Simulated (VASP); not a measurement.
# AlGa3N4 (P-42m) in VASP: notebook

AlGa3N4 is run at these levels: PBEsol; tasks: single point.

Everything below comes from runs of VASP 6.6.1. Logs are shortened: lines on timing, memory, paths and dates and some standing lists are left out, and cuts for length are marked.

### Step 1. The cell of the first run

The structure is tetragonal, space group P-42m (No. 111). The conventional cell has a = 4.468 Å, b = 4.468 Å, c = 4.244 Å, α = 90.00°, β = 90.00°, γ = 90.00°. Within 2.5 Å of Al (site symmetry -42m) lie 4 N at 1.86 Å. Within 2.5 Å of Ga (site symmetry -42m) lie 4 N at 1.92 Å. Within 2.5 Å of Ga (site symmetry 222) lie 4 N at 1.92 Å. N (site symmetry m) has 1 Al at 1.86 Å and 3 Ga at 1.92 Å within 2.5 Å.

### Step 2. Single point, PBEsol (strain +0.000 along x and y, -0.050 along z)

Input file INCAR:

```
PREC = Accurate
ENCUT = 520
EDIFF = 1E-6
ISMEAR = 0
SIGMA = 0.05
LREAL = False
LASPH = True
NELM = 80
ALGO = Normal
ISIF = 2
LWAVE = False
LCHARG = True
GGA = PS
LELF = True
LVHAR = True
NBANDS = 41
```

Input file KPOINTS:

```
Automatic mesh
0
Gamma
  6 6 6
```

Input file POSCAR:

```
AlGa3N4
1.0
    4.4676279409      0.0000000000      0.0000000000
    0.0000000000      4.4676279409      0.0000000000
    0.0000000000      0.0000000000      4.2442465439
Al Ga N
1 3 4
Direct
    0.0000000000      0.0000000000      0.0000000000
    0.5000000000      0.5000000000      0.0000000000
    0.5000000000      0.0000000000      0.5000000000
    0.0000000000      0.5000000000      0.5000000000
    0.7550309200      0.7550309200      0.2449690800
    0.7550309200      0.2449690800      0.7550309200
    0.2449690800      0.7550309200      0.7550309200
    0.2449690800      0.2449690800      0.2449690800
```

Potentials or basis: VASP PAW PBE potentials, release 64 (Al, Ga_d, N).

The run is started by

```sh
$ cat potpaw_PBE.64/Al/POTCAR potpaw_PBE.64/Ga_d/POTCAR potpaw_PBE.64/N/POTCAR > POTCAR
$ mpirun -np 1 vasp_std > vasp.out
```

OUTCAR:

```text
PREC = Accurate
   ENCUT = 520
   EDIFF = 1E-6
   ISMEAR = 0
   LREAL = False
   LASPH = True
   NELM = 80
   ISIF = 2
   GGA = PS

 ion  position               nearest neighbor table
   1  0.000  0.000  0.000-   5 1.86   6 1.86   7 1.86   8 1.86   3 3.08   4 3.08   3 3.08   4 3.08
                             4 3.08   4 3.08   3 3.08   3 3.08
   2  0.500  0.500  0.000-   5 1.92   6 1.92   7 1.92   8 1.92
   3  0.500  0.000  0.500-   5 1.92   6 1.92   7 1.92   8 1.92   1 3.08   1 3.08   1 3.08   1 3.08

   4  0.000  0.500  0.500-   5 1.92   6 1.92   7 1.92   8 1.92   1 3.08   1 3.08   1 3.08   1 3.08

   5  0.755  0.755  0.245-   1 1.86   3 1.92   4 1.92   2 1.92
   6  0.755  0.245  0.755-   1 1.86   3 1.92   4 1.92   2 1.92
   7  0.245  0.755  0.755-   1 1.86   3 1.92   4 1.92   2 1.92
   8  0.245  0.245  0.245-   1 1.86   3 1.92   4 1.92   2 1.92

  LATTYP: Found a simple tetragonal cell.
 ALAT       =     4.4676279409
 C/A-ratio  =     0.9500000000

  Lattice vectors:

 A1 = (   4.4676279409,   0.0000000000,   0.0000000000)
 A2 = (   0.0000000000,   4.4676279409,   0.0000000000)
 A3 = (   0.0000000000,   0.0000000000,   4.2442465439)

Analysis of symmetry for initial positions (statically):
=====================================================================
 Subroutine PRICEL returns:
 Original cell was already a primitive cell.

 Routine SETGRP: Setting up the symmetry group for a
 simple tetragonal supercell.

 Subroutine GETGRP returns: Found  8 space group operations
 (whereof  8 operations were pure point group operations)
 out of a pool of 16 trial point group operations.

The static configuration has the point symmetry D_2d.

Analysis of symmetry for dynamics (positions and initial velocities):
=====================================================================
 Subroutine PRICEL returns:
 Original cell was already a primitive cell.

 Routine SETGRP: Setting up the symmetry group for a
 simple tetragonal supercell.

 Subroutine GETGRP returns: Found  8 space group operations
 (whereof  8 operations were pure point group operations)
 out of a pool of 16 trial point group operations.

The dynamic configuration has the point symmetry D_2d.

 Subroutine INISYM returns: Found  8 space group operations
 (whereof  8 operations are pure point group operations),
 and found     1 'primitive' translations

----------------------------------------------------------------------------------------

                                     Primitive cell

  volume of cell :      84.7139

  direct lattice vectors                    reciprocal lattice vectors
     4.467627941  0.000000000  0.000000000     0.223832426  0.000000000  0.000000000
     0.000000000  4.467627941  0.000000000     0.000000000  0.223832426  0.000000000
     0.000000000  0.000000000  4.244246544     0.000000000  0.000000000  0.235613080

  length of vectors
     4.467627941  4.467627941  4.244246544     0.223832426  0.223832426  0.235613080

  position of ions in fractional coordinates (direct lattice)
     0.000000000  0.000000000  0.000000000
     0.500000000  0.500000000  0.000000000
     0.500000000  0.000000000  0.500000000
     0.000000000  0.500000000  0.500000000
     0.755030920  0.755030920  0.244969080
     0.755030920  0.244969080  0.755030920
     0.244969080  0.755030920  0.755030920
     0.244969080  0.244969080  0.244969080

  ion indices of the primitive-cell ions
   primitive index   ion index
                 1           1
                 2           2
                 3           3
                 4           4
                 5           5
                 6           6
                 7           7
                 8           8

----------------------------------------------------------------------------------------

 KPOINTS: Automatic mesh

Automatic generation of k-mesh.
 Grid dimensions read from file:
 generate k-points for:    6    6    6

 Generating k-lattice:

  Cartesian coordinates                     Fractional coordinates (reciprocal lattice)
     0.037305404  0.000000000  0.000000000     0.166666667  0.000000000  0.000000000
     0.000000000  0.037305404  0.000000000     0.000000000  0.166666667  0.000000000
     0.000000000  0.000000000  0.039268847     0.000000000  0.000000000  0.166666667

  Length of vectors
     0.037305404  0.037305404  0.039268847

  Shift w.r.t. Gamma in fractional coordinates (k-lattice)
     0.000000000  0.000000000  0.000000000

 Subroutine IBZKPT returns following result:
 ===========================================

 Found     40 irreducible k-points:

 Following reciprocal coordinates:
            Coordinates               Weight
  0.000000  0.000000  0.000000      1.000000
  0.166667  0.000000  0.000000      4.000000
  0.333333  0.000000  0.000000      4.000000
  0.500000  0.000000  0.000000      2.000000
  0.166667  0.166667  0.000000      4.000000
  0.333333  0.166667  0.000000      8.000000
[... 16 lines left out ...]
  0.333333  0.000000  0.333333      8.000000
  0.500000  0.000000  0.333333      4.000000
 [... further k-points ...]
   k-points           NKPTS =     40   k-points in BZ     NKDIM =     40   number of bands    NBANDS=     41
   number of dos      NEDOS =    301   number of ions     NIONS =      8
   total plane-waves  NPLWV =  41472
   dimension x,y,z NGX =    36 NGY =   36 NGZ =   32
   dimension x,y,z NGXF=    72 NGYF=   72 NGZF=   64
   ions per type =               1   3   4
   NGX,Y,Z   is equivalent  to a cutoff of  13.40, 13.40, 12.53 a.u.
   NGXF,Y,Z  is equivalent  to a cutoff of  26.79, 26.79, 25.07 a.u.
 SYSTEM =  unknown system
   PREC   = accura    normal or accurate (medium, high low for compatibility)
   ISTART =      0    job   : 0-new  1-cont  2-samecut
   ICHARG =      2    charge: 1-file 2-atom 10-const
   ISPIN  =      1    spin polarized calculation?
   LNONCOLLINEAR =      F non collinear calculations
   LSORBIT =      F    spin-orbit coupling
   LASPH  =      T    aspherical Exc in radial PAW
   ENCUT  =  520.0 eV  38.22 Ry    6.18 a.u.   8.31  8.31  7.89*2*pi/ulx,y,z
   NELM   =     80;   NELMIN=  2; NELMDL= -5     # of ELM steps
   EDIFF  = 0.1E-05   stopping-criterion for ELM
   LREAL  =      F    real-space projection
   EDIFFG = 0.1E-04   stopping-criterion for IOM
   NSW    =      0    number of steps for IOM
   IBRION =     -1    ionic relax: 0-MD 1-quasi-New 2-CG
   NFREE  =      0    steps in history (QN), initial steepest desc. (CG)
   ISIF   =      2    stress and relaxation
   ISYM   =      2    0-nonsym 1-usesym 2-fastsym
   POTIM  = 0.5000    time-step for ionic-motion
   TEBEG  =    0.0;   TEEND  =   0.0 temperature during run
   PSTRESS=    0.0 pullay stress
   NELECT =      62.0000    total number of electrons
   NUPDOWN=      -1.0000    fix difference up-down
   EMIN   =  10.00;   EMAX   =-10.00  energy-range for DOS
   EFERMI =   0.00;   METHOD = LEGACY
   ISMEAR =     0;   SIGMA  =   0.05  broadening in eV -4-tet -1-fermi 0-gaus
   EFERMI_NEDOS =   21; number of points for ismear=-14 and -15
   IALGO  =     38    algorithm
   IMIX   =      4    mixing-type and parameters
     AMIX     =   0.40;   BMIX     =  1.00
     AMIX_MAG =   1.60;   BMIX_MAG =  1.00
  volume/ion in A,a.u.               =      10.59        71.46
  Fermi-wavevector in a.u.,A,eV,Ry     =   1.475323  2.787957 29.614152  2.176579
  Thomas-Fermi vector in A             =   2.589986
   LORBIT       =      0    0 simple, 1 ext, 2 COOP (PROOUT), +10 PAW based schemes
   GGA     = PS    functional components
   LHFCALC =     F    Hartree Fock is set to
   AEXX    =    0.0000 exact exchange contribution
   IVDW    =     0    specifies the selected vdW correction
   LEPSILON=     F    determine dielectric tensor
   LRPA    =     F    only Hartree local field effects (RPA)
 non-spin polarized calculation
 Gauss-broadening in eV      SIGMA  =   0.05
  energy-cutoff  :      520.00
  volume of cell :       84.71
 maximum number of plane-waves:      2304
 NGX is ok and might be reduce to    36
   NGX = 17   NGY = 17   NGZ = 15

 number of electron      61.9999967 magnetization

 Free energy of the ion-electron system (eV)
  ---------------------------------------------------
  ext. energy  EPLUGINS =         0.00000000
  ---------------------------------------------------
  free energy    TOTEN  =       -54.77383213 eV

  energy without entropy =      -54.77383213  energy(sigma->0) =      -54.77383213

 E-fermi :   6.2484     XC(G=0): -12.0120

 val. band max:        6.0083303131   @ k =   0.0000   0.0000   0.0000
 cond. band min:       8.5309313081   @ k =   0.0000   0.0000   0.0000
 fundamental gap:      2.5226009950
 Fermi energy:         6.2484424644

 k-point     1 :       0.0000    0.0000    0.0000
  band No.  band energies     occupation
      1     -10.2312      2.00000
      2      -8.7168      2.00000
      3      -8.7168      2.00000
      4      -8.7018      2.00000
      5      -7.2874      2.00000
      6      -7.2609      2.00000
[... 33 lines left out ...]
     40      17.0600      0.00000
     41      17.0602      0.00000

 k-point     2 :       0.1667    0.0000    0.0000
  band No.  band energies     occupation
      1     -10.1111      2.00000
      2      -8.7720      2.00000
      3      -8.7200      2.00000
      4      -8.7014      2.00000
      5      -7.2825      2.00000
      6      -7.2561      2.00000
[... 33 lines left out ...]
     40      17.0579      0.00000
     41      17.4170      0.00000

 k-point     3 :       0.3333    0.0000    0.0000
  band No.  band energies     occupation
      1      -9.7817      2.00000
      2      -8.9680      2.00000
      3      -8.7255      2.00000
      4      -8.7013      2.00000
      5      -7.2537      2.00000
      6      -7.2356      2.00000
[... 875 lines left out ...]
      2      -8.9086      2.00000
      3      -8.8540      2.00000
      4      -8.7691      2.00000
      5      -7.2555      2.00000
      6      -7.2310      2.00000
[... 33 lines left out ...]
     40      15.8384      0.00000
     41      16.1422      0.00000

 k-point    24 :       0.5000    0.0000    0.3333
  band No.  band energies     occupation
      1      -9.1968      2.00000
      2      -9.0729      2.00000
      3      -8.8282      2.00000
      4      -8.8004      2.00000
      5      -7.2440      2.00000
      6      -7.2405      2.00000
[... 33 lines left out ...]
     40      15.5726      0.00000
     41      15.6375      0.00000

 [... further k-points ...]
[... 5 lines left out ...]
  --------------------------------------------------------------------------------------
  -------------------------------------------------------------------------------------
  Total        4.6449292      4.6449292      7.4462698      0.0000000      0.0000000      0.0000000
  in kB       87.8486484     87.8486484    140.8298606      0.0000000      0.0000000      0.0000000
  external PRESSURE =     105.5090525 kB  Pullay stress =       0.0000000 kB

 VOLUME and BASIS-vectors are now :
 -----------------------------------------------------------------------------
  energy-cutoff  :      520.00
  volume of cell :       84.71
      direct lattice vectors                 reciprocal lattice vectors
     4.467627941  0.000000000  0.000000000     0.223832426  0.000000000  0.000000000
     0.000000000  4.467627941  0.000000000     0.000000000  0.223832426  0.000000000
     0.000000000  0.000000000  4.244246544     0.000000000  0.000000000  0.235613080

 POSITION                                       TOTAL-FORCE (eV/Angst)
 -----------------------------------------------------------------------------------
      0.00000      0.00000      0.00000        -0.000000      0.000000      0.000000
      2.23381      2.23381      0.00000        -0.000000      0.000000      0.000000
      2.23381      0.00000      2.12212        -0.000000      0.000000      0.000000
      0.00000      2.23381      2.12212        -0.000000      0.000000      0.000000
      3.37320      3.37320      1.03971        -0.027148     -0.027148     -0.047821
      3.37320      1.09443      3.20454        -0.027148      0.027148      0.047821
      1.09443      3.37320      3.20454         0.027148     -0.027148      0.047821
      1.09443      1.09443      1.03971         0.027148      0.027148     -0.047821
 -----------------------------------------------------------------------------------
    total drift:                               -0.000000     -0.000000     -0.000000

  FREE ENERGIE OF THE ION-ELECTRON SYSTEM (eV)
  ---------------------------------------------------
  free  energy   TOTEN  =       -54.7738321291 eV

  energy  without entropy=      -54.7738321291  energy(sigma->0) =      -54.77383213
```

Wall time 4.3 min (1 thread of Intel Xeon 8259CL, shared host); peak memory 0.26 GiB.

What came out:

```
Free energy            : -54.7738 eV
Pressure               : 10.6 GPa
Largest force          : 0.061 eV/Å
Band gap on the k mesh : 2.52 eV
```

Forces in eV/Å, atoms in the order of the input:
```
Al   0.000  0.000  0.000
Ga   0.000  0.000  0.000
Ga   0.000  0.000  0.000
Ga   0.000  0.000  0.000
N   -0.027 -0.027 -0.048
N   -0.027  0.027  0.048
N    0.027 -0.027  0.048
N    0.027  0.027 -0.048
```

Stress tensor (GPa, compression positive):
```
 8.78  0.00  0.00
 0.00  8.78  0.00
 0.00  0.00 14.08
```

Caveat: the cell differs from its parent crystal (strain +0.000 along x and y, -0.050 along z); the stress differs along the axes, from 9 to 14 GPa; the PAW data sets were made with another functional, which shifts forces and pressure a little.

### Step 3. Single point, PBEsol (strain -0.025 along x and y, +0.000 along z)

Input file INCAR:

```
PREC     = Accurate       # precision mode
ENCUT    = 520            # plane-wave cutoff, eV
EDIFF    = 1E-6           # SCF threshold, eV
ISMEAR   = 0              # smearing method
SIGMA    = 0.05           # smearing width, eV
LREAL    = F              # projectors in reciprocal space
LASPH    = T              # aspherical terms in the spheres
NELM     = 80             # most SCF steps
ALGO     = Normal         # electronic algorithm
ISIF     = 2              # what is computed and relaxed
LWAVE    = F              # write WAVECAR
LCHARG   = T              # write CHGCAR
GGA      = PS             # functional
LELF     = T              # ELF
LVHAR    = T            
NBANDS   = 41             # bands
```

Input file KPOINTS:

```
regular mesh
0
Gamma
  6 6 6
```

Changes to POSCAR since step 2:

```diff
@@ -2,5 +2,5 @@
 1.0
-    4.4676279409      0.0000000000      0.0000000000
-    0.0000000000      4.4676279409      0.0000000000
-    0.0000000000      0.0000000000      4.2442465439
+    4.3559372424      0.0000000000      0.0000000000
+    0.0000000000      4.3559372424      0.0000000000
+    0.0000000000      0.0000000000      4.4676279409
 Al Ga N
```

Potentials or basis: VASP PAW PBE potentials, release 64 (Al, Ga_d, N).

The run is started by

```sh
$ cat potpaw_PBE.64/Al/POTCAR potpaw_PBE.64/Ga_d/POTCAR potpaw_PBE.64/N/POTCAR > POTCAR
$ mpirun -np 1 vasp_std > vasp.out
```

It took 3.4 min on 1 thread of Intel Xeon 8259CL, shared host; peak memory 0.26 GiB.

Results (log left out):

| Quantity | Value |
| --- | --- |
| Free energy | -54.8138 eV |
| Pressure | 10.5 GPa |
| Largest force | 0.029 eV/Å |
| Band gap on the k mesh | 2.62 eV |

Forces in eV/Å, atoms in the order of the input:
```
Al   0.000  0.000  0.000
Ga   0.000  0.000  0.000
Ga   0.000  0.000  0.000
Ga   0.000  0.000  0.000
N    0.010  0.010  0.025
N    0.010 -0.010 -0.025
N   -0.010  0.010 -0.025
N   -0.010 -0.010  0.025
```

Stress tensor (GPa, compression positive):
```
11.63  0.00  0.00
 0.00 11.63  0.00
 0.00  0.00  8.37
```

Levels at points of the mesh, in eV from the valence-band top:
```tsv
k point	band 27	band 28	band 29	band 30	band 31	band 32	band 33	band 34	band 35	band 36
(0.00, 0.00, 0.00)	-2.53	-2.53	-0.12	0.00	0.00	2.62	3.27	3.27	3.44	6.54
(0.50, 0.00, 0.00)	-2.84	-1.69	-1.63	-1.37	-1.31	5.03	5.14	6.28	6.30	7.98
(0.50, 0.50, 0.00)	-3.32	-0.96	-0.92	-0.92	-0.59	7.03	7.27	7.27	7.48	7.64
(0.00, 0.00, 0.50)	-2.99	-1.53	-1.53	-1.21	-1.21	4.98	5.05	6.08	6.08	8.13
(0.50, 0.00, 0.50)	-3.18	-1.15	-1.11	-1.06	-0.75	6.97	7.18	7.21	7.33	7.38
(0.50, 0.50, 0.50)	-0.94	-0.77	-0.77	-0.73	-0.65	5.24	5.24	5.27	6.48	9.14
```

Caveat: the cell differs from its parent crystal (strain -0.025 along x and y, +0.000 along z); the cell stands under pressure; the PAW data sets were made with another functional, which shifts forces and pressure a little.

[end of part 1 of 2]
